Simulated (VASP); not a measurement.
# CdSe (Pm-3m) in VASP: notebook, part 2 of 2

VASP 6.6.1. Earlier steps stand in the parts before.

### Step 4. Single point, PBE

INCAR reads:

```
SYSTEM = CdSe
  ALGO = Normal
  EDIFF = 1E-7
  ENCUT = 520
  GGA = PE
  ISIF = 2
  ISMEAR = 0
  LASPH = .True.
  LCHARG = .True.
  LELF = .True.
  LREAL = .False.
  LVHAR = .True.
  LWAVE = .False.
  NBANDS = 16
  NELM = 100
  PREC = Accurate
  SIGMA = 0.1
```

KPOINTS reads:

```
k-points
0
Gamma
  6 6 6
  0 0 0
```

POSCAR reads:

```
CdSe
1.0
    3.5552066678      0.0000000000      0.0000000000
    0.0000000000      3.5552066678      0.0000000000
    0.0000000000      0.0000000000      3.5552066678
Cd Se
1 1
Direct
    0.0000000000      0.0000000000      0.0000000000
    0.5000000000      0.5000000000      0.5000000000
```

Potentials or basis: VASP PAW PBE potentials, release 64 (Cd, Se).

The run is started by

```bash
$ cat potpaw_PBE.64/Cd/POTCAR potpaw_PBE.64/Se/POTCAR > POTCAR
$ mpirun -np 1 vasp_std > vasp.out
```

OUTCAR:

```text
SYSTEM = CdSe
   EDIFF = 1E-7
   ENCUT = 520
   GGA = PE
   ISIF = 2
   ISMEAR = 0
   LASPH = .True.
   LREAL = .False.
   NELM = 100
   PREC = Accurate

 ion  position               nearest neighbor table
   1  0.000  0.000  0.000-   2 3.08   2 3.08   2 3.08   2 3.08   2 3.08   2 3.08   2 3.08   2 3.08

   2  0.500  0.500  0.500-   1 3.08   1 3.08   1 3.08   1 3.08   1 3.08   1 3.08   1 3.08   1 3.08

  LATTYP: Found a simple cubic cell.
 ALAT       =     3.5552066678

  Lattice vectors:

 A1 = (   3.5552066678,   0.0000000000,   0.0000000000)
 A2 = (   0.0000000000,   3.5552066678,   0.0000000000)
 A3 = (   0.0000000000,   0.0000000000,   3.5552066678)

Analysis of symmetry for initial positions (statically):
=====================================================================
 Subroutine PRICEL returns:
 Original cell was already a primitive cell.

 Routine SETGRP: Setting up the symmetry group for a
 simple cubic supercell.

 Subroutine GETGRP returns: Found 48 space group operations
 (whereof 48 operations were pure point group operations)
 out of a pool of 48 trial point group operations.

The static configuration has the point symmetry O_h .

Analysis of symmetry for dynamics (positions and initial velocities):
=====================================================================
 Subroutine PRICEL returns:
 Original cell was already a primitive cell.

 Routine SETGRP: Setting up the symmetry group for a
 simple cubic supercell.

 Subroutine GETGRP returns: Found 48 space group operations
 (whereof 48 operations were pure point group operations)
 out of a pool of 48 trial point group operations.

The dynamic configuration has the point symmetry O_h .

 Subroutine INISYM returns: Found 48 space group operations
 (whereof 48 operations are pure point group operations),
 and found     1 'primitive' translations

----------------------------------------------------------------------------------------

                                     Primitive cell

  volume of cell :      44.9360

  direct lattice vectors                    reciprocal lattice vectors
     3.555206668  0.000000000  0.000000000     0.281277600  0.000000000  0.000000000
     0.000000000  3.555206668  0.000000000     0.000000000  0.281277600  0.000000000
     0.000000000  0.000000000  3.555206668     0.000000000  0.000000000  0.281277600

  length of vectors
     3.555206668  3.555206668  3.555206668     0.281277600  0.281277600  0.281277600

  position of ions in fractional coordinates (direct lattice)
     0.000000000  0.000000000  0.000000000
     0.500000000  0.500000000  0.500000000

  ion indices of the primitive-cell ions
   primitive index   ion index
                 1           1
                 2           2

----------------------------------------------------------------------------------------

 KPOINTS: k-points

Automatic generation of k-mesh.
 Grid dimensions read from file:
 generate k-points for:    6    6    6

 Generating k-lattice:

  Cartesian coordinates                     Fractional coordinates (reciprocal lattice)
     0.046879600  0.000000000  0.000000000     0.166666667  0.000000000  0.000000000
     0.000000000  0.046879600  0.000000000     0.000000000  0.166666667  0.000000000
     0.000000000  0.000000000  0.046879600     0.000000000  0.000000000  0.166666667

  Length of vectors
     0.046879600  0.046879600  0.046879600

  Shift w.r.t. Gamma in fractional coordinates (k-lattice)
     0.000000000  0.000000000  0.000000000

 Subroutine IBZKPT returns following result:
 ===========================================

 Found     20 irreducible k-points:

 Following reciprocal coordinates:
            Coordinates               Weight
  0.000000  0.000000  0.000000      1.000000
  0.166667  0.000000  0.000000      6.000000
  0.333333  0.000000  0.000000      6.000000
  0.500000  0.000000  0.000000      3.000000
  0.166667  0.166667  0.000000     12.000000
  0.333333  0.166667  0.000000     24.000000
[... 12 lines left out ...]
  0.500000  0.500000  0.333333      6.000000
  0.500000  0.500000  0.500000      1.000000
   k-points           NKPTS =     20   k-points in BZ     NKDIM =     20   number of bands    NBANDS=     16
   number of dos      NEDOS =    301   number of ions     NIONS =      2
   total plane-waves  NPLWV =  21952
   dimension x,y,z NGX =    28 NGY =   28 NGZ =   28
   dimension x,y,z NGXF=    56 NGYF=   56 NGZF=   56
   ions per type =               1   1
   NGX,Y,Z   is equivalent  to a cutoff of  13.09, 13.09, 13.09 a.u.
   NGXF,Y,Z  is equivalent  to a cutoff of  26.19, 26.19, 26.19 a.u.
 SYSTEM =  CdSe
   PREC   = accura    normal or accurate (medium, high low for compatibility)
   ISTART =      0    job   : 0-new  1-cont  2-samecut
   ICHARG =      2    charge: 1-file 2-atom 10-const
   ISPIN  =      1    spin polarized calculation?
   LNONCOLLINEAR =      F non collinear calculations
   LSORBIT =      F    spin-orbit coupling
   LASPH  =      T    aspherical Exc in radial PAW
   ENCUT  =  520.0 eV  38.22 Ry    6.18 a.u.   6.61  6.61  6.61*2*pi/ulx,y,z
   NELM   =    100;   NELMIN=  2; NELMDL= -5     # of ELM steps
   EDIFF  = 0.1E-06   stopping-criterion for ELM
   LREAL  =      F    real-space projection
   EDIFFG = 0.1E-05   stopping-criterion for IOM
   NSW    =      0    number of steps for IOM
   IBRION =     -1    ionic relax: 0-MD 1-quasi-New 2-CG
   NFREE  =      0    steps in history (QN), initial steepest desc. (CG)
   ISIF   =      2    stress and relaxation
   ISYM   =      2    0-nonsym 1-usesym 2-fastsym
   POTIM  = 0.5000    time-step for ionic-motion
   TEBEG  =    0.0;   TEEND  =   0.0 temperature during run
   PSTRESS=    0.0 pullay stress
   NELECT =      18.0000    total number of electrons
   NUPDOWN=      -1.0000    fix difference up-down
   EMIN   =  10.00;   EMAX   =-10.00  energy-range for DOS
   EFERMI =   0.00;   METHOD = LEGACY
   ISMEAR =     0;   SIGMA  =   0.10  broadening in eV -4-tet -1-fermi 0-gaus
   EFERMI_NEDOS =   21; number of points for ismear=-14 and -15
   IALGO  =     38    algorithm
   IMIX   =      4    mixing-type and parameters
     AMIX     =   0.40;   BMIX     =  1.00
     AMIX_MAG =   1.60;   BMIX_MAG =  1.00
  volume/ion in A,a.u.               =      22.47       151.62
  Fermi-wavevector in a.u.,A,eV,Ry     =   1.206797  2.280515 19.814960  1.456359
  Thomas-Fermi vector in A             =   2.342453
   LORBIT       =      0    0 simple, 1 ext, 2 COOP (PROOUT), +10 PAW based schemes
   GGA     = PE    functional components
   LHFCALC =     F    Hartree Fock is set to
   AEXX    =    0.0000 exact exchange contribution
   IVDW    =     0    specifies the selected vdW correction
   LEPSILON=     F    determine dielectric tensor
   LRPA    =     F    only Hartree local field effects (RPA)
 non-spin polarized calculation
 Gauss-broadening in eV      SIGMA  =   0.10
  energy-cutoff  :      520.00
  volume of cell :       44.94
 maximum number of plane-waves:      1233
 NGX is ok and might be reduce to    28
   NGX = 13   NGY = 13   NGZ = 13

 number of electron      17.9999988 magnetization

 Free energy of the ion-electron system (eV)
  ---------------------------------------------------
  ext. energy  EPLUGINS =         0.00000000
  ---------------------------------------------------
  free energy    TOTEN  =        -4.28383588 eV

  energy without entropy =       -4.27233796  energy(sigma->0) =       -4.27808692

 E-fermi :   3.3224     XC(G=0): -10.4151

 val. band max:        3.3051317554   @ k =   0.3333   0.3333   0.0000
 cond. band min:       3.3267880616   @ k =   0.5000   0.0000   0.0000
 fundamental gap:      0.0216563062
 Fermi energy:         3.3223622523

 k-point     1 :       0.0000    0.0000    0.0000
  band No.  band energies     occupation
      1     -10.3236      2.00000
      2      -5.4471      2.00000
      3      -5.4471      2.00000
      4      -5.0296      2.00000
      5      -5.0296      2.00000
      6      -5.0296      2.00000
[... 8 lines left out ...]
     15      13.8597      0.00000
     16      17.8798      0.00000
[... 343 lines left out ...]
 k-point    20 :       0.5000    0.5000    0.5000
  band No.  band energies     occupation
      1      -8.2577      2.00000
      2      -5.5598      2.00000
      3      -5.5598      2.00000
      4      -5.5598      2.00000
      5      -4.8655      2.00000
      6      -4.8655      2.00000
[... 8 lines left out ...]
     15      20.0613      0.00000
     16      20.0613      0.00000

------------------------ aborting loop because EDIFF is reached ----------------------------------------

  FORCE on cell =-STRESS in cart. coord.  units (eV):
  Direction    XX          YY          ZZ          XY          YZ          ZX
  --------------------------------------------------------------------------------------
  -------------------------------------------------------------------------------------
  Total        0.0712707      0.0712707      0.0712707      0.0000000      0.0000000     -0.0000000
  in kB        2.5411324      2.5411324      2.5411324      0.0000000      0.0000000     -0.0000000
  external PRESSURE =       2.5411324 kB  Pullay stress =       0.0000000 kB

 VOLUME and BASIS-vectors are now :
 -----------------------------------------------------------------------------
  energy-cutoff  :      520.00
  volume of cell :       44.94
      direct lattice vectors                 reciprocal lattice vectors
     3.555206668  0.000000000  0.000000000     0.281277600  0.000000000  0.000000000
     0.000000000  3.555206668  0.000000000     0.000000000  0.281277600  0.000000000
     0.000000000  0.000000000  3.555206668     0.000000000  0.000000000  0.281277600

 POSITION                                       TOTAL-FORCE (eV/Angst)
 -----------------------------------------------------------------------------------
      0.00000      0.00000      0.00000         0.000000      0.000000      0.000000
      1.77760      1.77760      1.77760         0.000000      0.000000      0.000000
 -----------------------------------------------------------------------------------
    total drift:                               -0.000000      0.000000     -0.000000

  FREE ENERGIE OF THE ION-ELECTRON SYSTEM (eV)
  ---------------------------------------------------
  free  energy   TOTEN  =        -4.2838358823 eV

  energy  without entropy=       -4.2723379606  energy(sigma->0) =       -4.27808692
```

OSZICAR:

```text
N       E                     dE             d eps       ncg     rms          rms(c)
DAV:   1     0.106826790018E+03    0.10683E+03   -0.91378E+03   656   0.105E+03
DAV:   2    -0.124489816165E+01   -0.10807E+03   -0.10104E+03   808   0.252E+02
DAV:   3    -0.482411385272E+01   -0.35792E+01   -0.35716E+01   720   0.471E+01
DAV:   4    -0.483323951976E+01   -0.91257E-02   -0.91254E-02   840   0.245E+00
DAV:   5    -0.483327220022E+01   -0.32680E-04   -0.32680E-04   744   0.130E-01    0.481E+00
DAV:   6    -0.429407909825E+01    0.53919E+00   -0.78243E-01   704   0.968E+00    0.428E+00
DAV:   7    -0.428718123540E+01    0.68979E-02   -0.74617E-02   672   0.231E+00    0.213E+00
DAV:   8    -0.428404834533E+01    0.31329E-02   -0.74113E-03   712   0.960E-01    0.250E-01
DAV:   9    -0.428382972160E+01    0.21862E-03   -0.92918E-04   768   0.341E-01    0.637E-02
DAV:  10    -0.428387588434E+01   -0.46163E-04   -0.22988E-04   696   0.164E-01    0.324E-02
DAV:  11    -0.428383977246E+01    0.36112E-04   -0.41898E-05   656   0.621E-02    0.146E-02
DAV:  12    -0.428383642425E+01    0.33482E-05   -0.18832E-05   720   0.282E-02    0.503E-03
DAV:  13    -0.428383587330E+01    0.55095E-06   -0.21481E-06   728   0.125E-02    0.201E-03
DAV:  14    -0.428383588227E+01   -0.89676E-08   -0.11002E-07   616   0.210E-03
   1 F= -.42838359E+01 E0= -.42780869E+01  d E =-.114979E-01
```

Wall time 8.6 s (1 thread of Intel Xeon Platinum 8488C (Sapphire Rapids), shared host); peak memory 0.16 GiB.

Results:

```
Free energy            : -4.2838 eV
Pressure               : 0.3 GPa
Band gap on the k mesh : zero (band 9 reaches 3.36 eV, above the bottom of band 10 at 2.11 eV)
```

### Step 5. Relaxation of cell and atoms, PBE

This run uses another cell than the first one, of 25.46 Å³/atom, 1.131 times its volume.

INCAR reads:

```
PREC = Accurate
ENCUT = 600
EDIFF = 1E-6
ISMEAR = 0
SIGMA = 0.1
LREAL = F
LASPH = T
NELM = 100
ALGO = Normal
ISIF = 3
LWAVE = F
LCHARG = F
GGA = PE
IBRION = 2
NSW = 90
EDIFFG = -0.04
```

KPOINTS reads:

```
Automatic mesh
0
Gamma
  6 6 6
```

POSCAR reads:

```
CdSe
1.0
    3.7063108700      0.0000000000      0.0000000000
    0.0000000000      3.7063108700      0.0000000000
    0.0000000000      0.0000000000      3.7063108700
Cd Se
1 1
Direct
    0.0000000000      0.0000000000      0.0000000000
    0.5000000000      0.5000000000      0.5000000000
```

Potentials or basis: VASP PAW PBE potentials, release 64 (Cd, Se).

The run is started by

```bash
$ cat potpaw_PBE.64/Cd/POTCAR potpaw_PBE.64/Se/POTCAR > POTCAR
$ mpirun -np 1 vasp_std > vasp.out
```

OUTCAR:

```text
PREC = Accurate
   ENCUT = 600
   EDIFF = 1E-6
   ISMEAR = 0
   LREAL = F
   LASPH = T
   NELM = 100
   ISIF = 3
   GGA = PE
   IBRION = 2
   NSW = 90
   EDIFFG = -0.04

 ion  position               nearest neighbor table
   1  0.000  0.000  0.000-   2 3.21   2 3.21   2 3.21   2 3.21   2 3.21   2 3.21   2 3.21   2 3.21

   2  0.500  0.500  0.500-   1 3.21   1 3.21   1 3.21   1 3.21   1 3.21   1 3.21   1 3.21   1 3.21

  LATTYP: Found a simple cubic cell.
 ALAT       =     3.7063108700

  Lattice vectors:
[... 877 lines left out ...]

  FORCE on cell =-STRESS in cart. coord.  units (eV):
  Direction    XX          YY          ZZ          XY          YZ          ZX
  --------------------------------------------------------------------------------------
  -------------------------------------------------------------------------------------
  Total        0.0151277      0.0151277      0.0151277      0.0000000      0.0000000      0.0000000
  in kB        0.5379703      0.5379703      0.5379703      0.0000000      0.0000000      0.0000000
  external PRESSURE =       0.5379703 kB  Pullay stress =       0.0000000 kB

 VOLUME and BASIS-vectors are now :
 -----------------------------------------------------------------------------
  energy-cutoff  :      600.00
  volume of cell :       45.05
      direct lattice vectors                 reciprocal lattice vectors
     3.558289274 -0.000000000 -0.000000000     0.281033925  0.000000000  0.000000000
    -0.000000000  3.558289274 -0.000000000     0.000000000  0.281033925  0.000000000
    -0.000000000 -0.000000000  3.558289274     0.000000000  0.000000000  0.281033925

 POSITION                                       TOTAL-FORCE (eV/Angst)
 -----------------------------------------------------------------------------------
      0.00000      0.00000      0.00000        -0.000000     -0.000000      0.000000
      1.77914      1.77914      1.77914         0.000000      0.000000      0.000000
 -----------------------------------------------------------------------------------
    total drift:                                0.000000     -0.000000     -0.000000

  FREE ENERGIE OF THE ION-ELECTRON SYSTEM (eV)
  ---------------------------------------------------
  free  energy   TOTEN  =        -4.2854720126 eV

  energy  without entropy=       -4.2739862147  energy(sigma->0) =       -4.27972911

 reached required accuracy - stopping structural energy minimisation
```

OSZICAR:

```text
N       E                     dE             d eps       ncg     rms          rms(c)
DAV:   1     0.117767950005E+03    0.11777E+03   -0.98264E+03   536   0.142E+03
DAV:   2     0.210717741785E+00   -0.11756E+03   -0.11154E+03   595   0.305E+02
DAV:   3    -0.477257451456E+01   -0.49833E+01   -0.49388E+01   585   0.646E+01
[... 16 lines left out ...]
DAV:   5    -0.428548643154E+01    0.42108E-02   -0.12399E-02   535   0.119E+00    0.118E-01
DAV:   6    -0.428546712858E+01    0.19303E-04   -0.93220E-04   555   0.432E-01    0.104E-01
DAV:   7    -0.428545824816E+01    0.88804E-05   -0.70684E-05   545   0.123E-01    0.444E-02
DAV:   8    -0.428547204558E+01   -0.13797E-04   -0.20390E-05   545   0.582E-02    0.125E-02
DAV:   9    -0.428547201262E+01    0.32963E-07   -0.21005E-06   338   0.202E-02
   2 F= -.42854720E+01 E0= -.42797291E+01  d E =-.106794E+00
```

CONTCAR:

```text
CdSe
   1.00000000000000
     3.5582892744069907   -0.0000000000000000   -0.0000000000000000
    -0.0000000000000000    3.5582892744069907   -0.0000000000000000
    -0.0000000000000000   -0.0000000000000000    3.5582892744069907
  Cd              Se
     1     1
Direct
     0.0000000000000000    0.0000000000000000    0.0000000000000000
     0.5000000000000000    0.5000000000000000    0.5000000000000000

  0.00000000E+00  0.00000000E+00  0.00000000E+00
  0.00000000E+00  0.00000000E+00  0.00000000E+00
```

Run time: 14 s. Hardware: 1 thread of Intel Xeon Platinum 8488C (Sapphire Rapids), shared host; peak memory 0.18 GiB.

What came out:

```
Free energy                            : -4.2855 eV
Relaxed volume                         : 22.53 Å³/atom
Relaxed cell                           : a = 3.558 Å, b = 3.558 Å, c = 3.558 Å, α = 90.00°, β = 90.00°, γ = 90.00°
Space group after relaxing (to 0.05 Å) : Pm-3m (No. 221)
Energy gained by relaxing              : 53.4 meV/atom
Ionic steps                            : 2
Pressure after relaxing                : 0.1 GPa
Band gap on the k mesh                 : zero (band 9 reaches 3.33 eV, above the bottom of band 10 at 2.09 eV)
```

Step by step:
| step | energy change (eV) | largest force (eV/Å) | pressure (GPa) | volume (Å³) |
| --- | --- | --- | --- | --- |
| 1 | 0.0000 | 0.0000 | -5.21 | 50.91 |
| 2 | -0.1068 | 0.0000 | 0.05 | 45.05 |

Final structure:
```xyz
2
Lattice="3.5583 0.0000 0.0000 0.0000 3.5583 0.0000 0.0000 0.0000 3.5583" Properties=species:S:1:pos:R:3 pbc="T T T"
Cd    0.0000    0.0000    0.0000
Se    1.7791    1.7791    1.7791
```

### Step 6. Single point, PBE

This run uses another cell than the first one, of 25.46 Å³/atom, 1.131 times its volume.

INCAR reads:

```
SYSTEM = CdSe
PREC     = Accurate       ! precision mode
ENCUT    = 520            ! plane-wave cutoff, eV
EDIFF    = 1E-6           ! SCF threshold, eV
ISMEAR   = 0              ! smearing method
SIGMA    = 0.1            ! smearing width, eV
LREAL    = .FALSE.        ! projectors in reciprocal space
LASPH    = .TRUE.         ! aspherical terms in the spheres
NELM     = 100            ! most SCF steps
ALGO     = Normal         ! electronic algorithm
ISIF     = 2              ! what is computed and relaxed
LWAVE    = .FALSE.        ! write WAVECAR
LCHARG   = .FALSE.        ! write CHGCAR
GGA      = PE             ! functional
NBANDS   = 16             ! bands
```

KPOINTS reads:

```
Automatic mesh
0
G
  6 6 6
  0 0 0
```

POSCAR is that of step 5.

Potentials or basis: VASP PAW PBE potentials, release 64 (Cd, Se).

The run is started by

```bash
$ cat potpaw_PBE.64/Cd/POTCAR potpaw_PBE.64/Se/POTCAR > POTCAR
$ mpirun -np 1 vasp_std > vasp.out
```

It took 7.9 s on 1 thread of Intel Xeon 6975P-C (Granite Rapids), shared host; peak memory 0.15 GiB.

It converged, with:

```
Free energy            : -4.1792 eV
Pressure               : -5.2 GPa
Band gap on the k mesh : zero (band 9 reaches 2.24 eV, above the bottom of band 10 at 1.26 eV)
```

Levels at points of the mesh, in eV from the Fermi level:
| k point | band 7 | band 8 | band 9 | band 10 | band 11 | band 12 |
| --- | --- | --- | --- | --- | --- | --- |
| (0.00, 0.00, 0.00) | -1.88 | -0.96 | -0.96 | -0.96 | 6.19 | 6.19 |
| (0.50, 0.00, 0.00) | -5.29 | -0.02 | -0.02 | 2.51 | 3.21 | 6.42 |
| (0.50, 0.50, 0.00) | -3.67 | -3.67 | -1.32 | 0.14 | 6.57 | 6.57 |
| (0.50, 0.50, 0.50) | -1.95 | -1.95 | -1.95 | 1.21 | 1.80 | 1.80 |

### Step 7. Summary

```csv
task,cell,k mesh,cutoff (eV),gap on the mesh (eV),pressure (GPa),relaxed volume (Å³/atom)
single point,"a = 3.557 Å, 2 atoms",16 × 16 × 16,520,none,0.2,-
relaxation of cell and atoms,"relaxed from a = 3.555 Å, 2 atoms",16 × 16 × 16,600,none,0.0,22.60
single point,"a = 3.555 Å, 2 atoms",6 × 6 × 6,520,none,0.3,-
relaxation of cell and atoms,"relaxed from a = 3.706 Å, 2 atoms",6 × 6 × 6,600,none,0.1,22.53
single point,"a = 3.706 Å, 2 atoms",6 × 6 × 6,520,none,-5.2,-
```

Alike in all rows: level PBE; potentials or basis VASP PAW PBE potentials, release 64 (Cd, Se); no spin polarisation; smearing gaussian 0.1 eV.

Absolute energies hang on the potentials; compare differences alone.
